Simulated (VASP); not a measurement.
# BN (R3m) in VASP: relaxation of shape and atoms at fixed volume with PBEsol

Aim: the relaxation of shape and atoms at fixed volume of BN with PBEsol.

All numbers are computed with VASP 6.6.1; they aren't measurements. Logs are shortened: lines on timing, memory, paths and dates and some standing lists are left out, and cuts for length are marked.

## 1. The cell of the first run

Symmetry: R3m, No. 160, trigonal system. Conventional cell: a = 2.521 Å, b = 2.521 Å, c = 10.554 Å, α = 90.00°, β = 90.00°, γ = 120.00°. Within 1.9 Å of B (site symmetry 3m) lie 3 N at 1.46 Å. N (site symmetry 3m) has 3 B at 1.46 Å within 1.9 Å.

## 2. Relaxation of shape and atoms at fixed volume, PBEsol (9.68 Å³/atom)

The input, INCAR:

```
ALGO = Normal ; EDIFF = 1E-6
EDIFFG = -0.001 ; ENCUT = 600
GGA = PS ; IBRION = 2
ISIF = 4 ; ISMEAR = 0
LASPH = True ; LCHARG = False
LREAL = False ; LWAVE = False
NELM = 100 ; NSW = 80
PREC = Accurate ; SIGMA = 0.01
```

The input, KPOINTS:

```
k-points
0
Gamma
  12 12 12
```

The input, POSCAR:

```
BN
1.0
    1.2603717083      0.7276759451      3.5180603956
   -1.2603717083      0.7276759451      3.5180603956
    0.0000000000     -1.4553518901      3.5180603956
B N
1 1
Direct
    0.9996198853      0.9996198853      0.9996198853
    0.3328131147      0.3328131147      0.3328131147
```

Potentials or basis: VASP PAW PBE potentials, release 64 (B, N).

Command:

```bash
> cat potpaw_PBE.64/B/POTCAR potpaw_PBE.64/N/POTCAR > POTCAR
> mpirun -np 1 vasp_std > vasp.out
```

OUTCAR:

```text
EDIFF = 1E-6
   EDIFFG = -0.001
   ENCUT = 600
   GGA = PS
   IBRION = 2
   ISIF = 4
   ISMEAR = 0
   LASPH = True
   LREAL = False
   NELM = 100
   NSW = 80
   PREC = Accurate

 ion  position               nearest neighbor table
   1  1.000  1.000  1.000-   2 1.46   2 1.46   2 1.46
   2  0.333  0.333  0.333-   1 1.46   1 1.46   1 1.46

  LATTYP: Found a trigonal (rhomboedric) cell.
 ALAT       =     3.8072034450
 COS(alpha) =     0.7808128357

  Lattice vectors:

 A1 = (   1.2603717083,   0.7276759451,   3.5180603956)
 A2 = (  -1.2603717083,   0.7276759451,   3.5180603956)
 A3 = (   0.0000000000,  -1.4553518901,   3.5180603956)

Analysis of symmetry for initial positions (statically):
=====================================================================
 Subroutine PRICEL returns:
 Original cell was already a primitive cell.

 Routine SETGRP: Setting up the symmetry group for a
 trigonal (rhombohedral) supercell.

 Subroutine GETGRP returns: Found  6 space group operations
 (whereof  6 operations were pure point group operations)
 out of a pool of 12 trial point group operations.

The static configuration has the point symmetry C_3v.

Analysis of symmetry for dynamics (positions and initial velocities):
=====================================================================
 Subroutine PRICEL returns:
 Original cell was already a primitive cell.

 Routine SETGRP: Setting up the symmetry group for a
 trigonal (rhombohedral) supercell.

 Subroutine GETGRP returns: Found  6 space group operations
 (whereof  6 operations were pure point group operations)
 out of a pool of 12 trial point group operations.

The dynamic configuration has the point symmetry C_3v.

 Subroutine INISYM returns: Found  6 space group operations
 (whereof  6 operations are pure point group operations),
 and found     1 'primitive' translations

----------------------------------------------------------------------------------------

                                     Primitive cell

  volume of cell :      19.3594

  direct lattice vectors                    reciprocal lattice vectors
     1.260371708  0.727675945  3.518060396     0.396708365  0.229039681  0.094749179
    -1.260371708  0.727675945  3.518060396    -0.396708365  0.229039681  0.094749179
     0.000000000 -1.455351890  3.518060396     0.000000000 -0.458079363  0.094749179

  length of vectors
     3.807203445  3.807203445  3.807203445     0.467775704  0.467775704  0.467775704

  position of ions in fractional coordinates (direct lattice)
     0.999619885  0.999619885  0.999619885
     0.332813115  0.332813115  0.332813115

  ion indices of the primitive-cell ions
   primitive index   ion index
                 1           1
                 2           2

----------------------------------------------------------------------------------------

 KPOINTS: k-points

Automatic generation of k-mesh.
 Grid dimensions read from file:
 generate k-points for:   12   12   12

 Generating k-lattice:

  Cartesian coordinates                     Fractional coordinates (reciprocal lattice)
     0.033059030  0.019086640  0.007895765     0.083333333  0.000000000  0.000000000
    -0.033059030  0.019086640  0.007895765     0.000000000  0.083333333  0.000000000
     0.000000000 -0.038173280  0.007895765     0.000000000  0.000000000  0.083333333

  Length of vectors
     0.038981309  0.038981309  0.038981309

  Shift w.r.t. Gamma in fractional coordinates (k-lattice)
     0.000000000  0.000000000  0.000000000

 Subroutine IBZKPT returns following result:
 ===========================================

 Found    189 irreducible k-points:

 Following reciprocal coordinates:
            Coordinates               Weight
  0.000000  0.000000  0.000000      1.000000
  0.083333  0.000000 -0.000000      6.000000
  0.166667  0.000000 -0.000000      6.000000
  0.250000  0.000000  0.000000      6.000000
  0.333333  0.000000  0.000000      6.000000
  0.416667  0.000000 -0.000000      6.000000
[... 16 lines left out ...]
  0.500000  0.166667  0.000000     12.000000
 -0.416667  0.166667  0.000000     12.000000
 [... further k-points ...]
   k-points           NKPTS =    189   k-points in BZ     NKDIM =    189   number of bands    NBANDS=      8
   number of dos      NEDOS =    301   number of ions     NIONS =      2
   total plane-waves  NPLWV =  27000
   dimension x,y,z NGX =    30 NGY =   30 NGZ =   30
   dimension x,y,z NGXF=    60 NGYF=   60 NGZF=   60
   ions per type =               1   1
   NGX,Y,Z   is equivalent  to a cutoff of  13.10, 13.10, 13.10 a.u.
   NGXF,Y,Z  is equivalent  to a cutoff of  26.20, 26.20, 26.20 a.u.
 SYSTEM =  unknown system
   PREC   = accura    normal or accurate (medium, high low for compatibility)
   ISTART =      0    job   : 0-new  1-cont  2-samecut
   ICHARG =      2    charge: 1-file 2-atom 10-const
   ISPIN  =      1    spin polarized calculation?
   LNONCOLLINEAR =      F non collinear calculations
   LSORBIT =      F    spin-orbit coupling
   LASPH  =      T    aspherical Exc in radial PAW
   ENCUT  =  600.0 eV  44.10 Ry    6.64 a.u.   7.60  7.60  7.60*2*pi/ulx,y,z
   NELM   =    100;   NELMIN=  2; NELMDL= -5     # of ELM steps
   EDIFF  = 0.1E-05   stopping-criterion for ELM
   LREAL  =      F    real-space projection
   EDIFFG = -.1E-02   stopping-criterion for IOM
   NSW    =     80    number of steps for IOM
   IBRION =      2    ionic relax: 0-MD 1-quasi-New 2-CG
   NFREE  =      1    steps in history (QN), initial steepest desc. (CG)
   ISIF   =      4    stress and relaxation
   ISYM   =      2    0-nonsym 1-usesym 2-fastsym
   POTIM  = 0.5000    time-step for ionic-motion
   TEBEG  =    0.0;   TEEND  =   0.0 temperature during run
   PSTRESS=    0.0 pullay stress
   NELECT =       8.0000    total number of electrons
   NUPDOWN=      -1.0000    fix difference up-down
   EMIN   =  10.00;   EMAX   =-10.00  energy-range for DOS
   EFERMI =   0.00;   METHOD = LEGACY
   ISMEAR =     0;   SIGMA  =   0.01  broadening in eV -4-tet -1-fermi 0-gaus
   EFERMI_NEDOS =   21; number of points for ismear=-14 and -15
   IALGO  =     38    algorithm
   IMIX   =      4    mixing-type and parameters
     AMIX     =   0.40;   BMIX     =  1.00
     AMIX_MAG =   1.60;   BMIX_MAG =  1.00
  volume/ion in A,a.u.               =       9.68        65.32
  Fermi-wavevector in a.u.,A,eV,Ry     =   1.219386  2.304305 20.230522  1.486901
  Thomas-Fermi vector in A             =   2.354640
   LORBIT       =      0    0 simple, 1 ext, 2 COOP (PROOUT), +10 PAW based schemes
   GGA     = PS    functional components
   LHFCALC =     F    Hartree Fock is set to
   AEXX    =    0.0000 exact exchange contribution
   IVDW    =     0    specifies the selected vdW correction
   LEPSILON=     F    determine dielectric tensor
   LRPA    =     F    only Hartree local field effects (RPA)
 conjugate gradient relaxation of ions
 non-spin polarized calculation
 Gauss-broadening in eV      SIGMA  =   0.01
  energy-cutoff  :      600.00
  volume of cell :       19.36
 maximum number of plane-waves:       660
   NGX = 15   NGY = 15   NGZ = 15

--------------------------------------- Ionic step        1  -------------------------------------------

 number of electron       8.0000000 magnetization

 Free energy of the ion-electron system (eV)
  ---------------------------------------------------
  ext. energy  EPLUGINS =         0.00000000
  ---------------------------------------------------
  free energy    TOTEN  =       -18.28496418 eV

  energy without entropy =      -18.28496418  energy(sigma->0) =      -18.28496418

------------------------ aborting loop because EDIFF is reached ----------------------------------------

  FORCE on cell =-STRESS in cart. coord.  units (eV):
  Direction    XX          YY          ZZ          XY          YZ          ZX
  --------------------------------------------------------------------------------------
  -------------------------------------------------------------------------------------
  Total       -0.7601691     -0.7601691     -0.0387853      0.0000000     -0.0000000     -0.0000000
  in kB      -62.9114380    -62.9114380     -3.2098651      0.0000000     -0.0000000     -0.0000000
  external PRESSURE =     -43.0109137 kB  Pullay stress =       0.0000000 kB
[... 93 lines left out ...]
  energy  without entropy=      -18.2892603877  energy(sigma->0) =      -18.28926039

--------------------------------------- Ionic step        4  -------------------------------------------

 number of electron       8.0000000 magnetization

 Free energy of the ion-electron system (eV)
  ---------------------------------------------------
  ext. energy  EPLUGINS =         0.00000000
  ---------------------------------------------------
  free energy    TOTEN  =       -18.28926073 eV

  energy without entropy =      -18.28926073  energy(sigma->0) =      -18.28926073

 E-fermi :   1.7610     XC(G=0):  -9.8308

 val. band max:        1.6319104454   @ k =  -0.3333   0.3333   0.0000
 cond. band min:       5.9043741368   @ k =   0.5000   0.5000   0.0000
 fundamental gap:      4.2724636913
 Fermi energy:         1.7609877537

 k-point     1 :       0.0000    0.0000    0.0000
  band No.  band energies     occupation
      1     -16.0496      2.00000
      2      -2.8302      2.00000
      3       0.3429      2.00000
      4       0.3429      2.00000
      5       6.3381      0.00000
      6      13.2066      0.00000
      7      13.2066      0.00000
      8      14.5678      0.00000
[... 243 lines left out ...]
 k-point    24 :      -0.4167    0.1667    0.0000
  band No.  band energies     occupation
      1     -12.6240      2.00000
      2      -6.9634      2.00000
      3      -3.7992      2.00000
      4       1.2476      2.00000
      5       6.6690      0.00000
      6      12.9581      0.00000
      7      14.8135      0.00000
      8      15.6638      0.00000

 [... further k-points ...]

------------------------ aborting loop because EDIFF is reached ----------------------------------------

  FORCE on cell =-STRESS in cart. coord.  units (eV):
  Direction    XX          YY          ZZ          XY          YZ          ZX
  --------------------------------------------------------------------------------------
  -------------------------------------------------------------------------------------
  Total       -0.0486334     -0.0486334     -0.0481682      0.0000000     -0.0000000      0.0000000
  in kB       -4.0248911     -4.0248911     -3.9863938      0.0000000     -0.0000000      0.0000000
  external PRESSURE =      -4.0120586 kB  Pullay stress =       0.0000000 kB
[... 17 lines left out ...]
  FREE ENERGIE OF THE ION-ELECTRON SYSTEM (eV)
  ---------------------------------------------------
  free  energy   TOTEN  =       -18.2892607257 eV

  energy  without entropy=      -18.2892607257  energy(sigma->0) =      -18.28926073

 reached required accuracy - stopping structural energy minimisation
```

Run time: 2.8 min. Hardware: 1 thread of Intel Xeon 8259CL, shared host; peak memory 0.19 GiB.

What came out:

```
Free energy               : -18.2893 eV
Energy gained by relaxing : 2.1 meV/atom
Ionic steps               : 4
Pressure after relaxing   : -0.4 GPa
Band gap on the k mesh    : 4.27 eV (least direct gap 4.62 eV)
```

Step by step:
```csv
step,energy change (eV),largest force (eV/Å),pressure (GPa),volume (Å³)
1,0.0000,0.0009,-4.30,19.36
2,-0.0043,0.0030,-0.50,19.36
3,-0.0043,0.0030,-0.40,19.36
4,-0.0043,0.0006,-0.40,19.36
```

Final structure:
```
B N
1.0
     1.25292    0.72338    3.56000
    -1.25292    0.72338    3.56000
     0.00000   -1.44675    3.56000
B N
1 1
Cartesian
  0.0000 0.0000 10.6758
  0.0000 0.0000 3.5546
```

Caveat: the PAW data sets were made with another functional, which shifts forces and pressure a little. A k mesh can miss the band edges.
